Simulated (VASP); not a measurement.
Runs of VASP 6.6.1 on SiC2. The structure is that of space group P-6m2 (No. 187), or close to it. The cells are those of the table. 

| task | spin | cell | k mesh | cutoff (eV) | gap on the mesh (eV) | pressure (GPa) | relaxed volume (Å³/atom) | largest force (eV/Å) |
| --- | --- | --- | --- | --- | --- | --- | --- | --- |
| single point | off | a = 2.936, b = 2.936, c = 13.493 Å, angles 90.0, 90.0, 120.0°, 6 atoms | 6 × 6 × 2 | 520 | 0.04 | 0.0 | - | 0.02 |
| single point | collinear, ferromagnetic start | a = 2.936, b = 2.936, c = 13.493 Å, angles 90.0, 90.0, 120.0°, 6 atoms | 6 × 6 × 2 | 520 | 0.04 | 0.0 | - | 0.02 |
| single point | off | a = 2.084, b = 2.084, c = 21.701 Å, angles 90.0, 90.0, 120.0°, 6 atoms | 12 × 12 × 1 | 520 | (a) | 338.4 | - | - |
| relaxation of cell and atoms | off | relaxed from a = 2.936, b = 2.936, c = 13.493 Å, angles 90.0, 90.0, 120.0°, 6 atoms | 12 × 12 × 4 | 600 | - | 0.0 | 16.78 | - |
| relaxation of cell and atoms | off | relaxed from a = 2.936, b = 2.936, c = 13.493 Å, angles 90.0, 90.0, 120.0°, 6 atoms | 6 × 6 × 2 | 600 | 0.04 | -0.1 | - | 0.02 |
| single point | off | a = 2.936, b = 2.936, c = 13.493 Å, angles 90.0, 90.0, 120.0°, 6 atoms | 12 × 12 × 1 | 520 | 0.20 | 0.0 | - | - |
| single point | off | a = 2.936, b = 2.936, c = 13.999 Å, angles 90.0, 90.0, 120.0°, 6 atoms | 12 × 12 × 4 | 520 | - | 0.0 | - | - |
| relaxation of cell and atoms | off | relaxed from a = 2.084, b = 2.084, c = 21.701 Å, angles 90.0, 90.0, 120.0°, 6 atoms | 12 × 12 × 1 | 600 | (b) | 0.0 | 16.68 | 0.02 |

Alike in all rows: level PBE; potentials or basis VASP PAW PBE potentials, release 64 (Si, C); smearing gaussian 0.1 eV.

Q: Fill in the values left out.

A: (a) none; (b) 0.18.

Caveats: some runs use coarse meshes; the relaxation stopped at its first step, so nothing moved (some runs); the volume moved by over 15 % at a fixed basis, so the end points are rough (some runs).

A k mesh can miss the band edges.
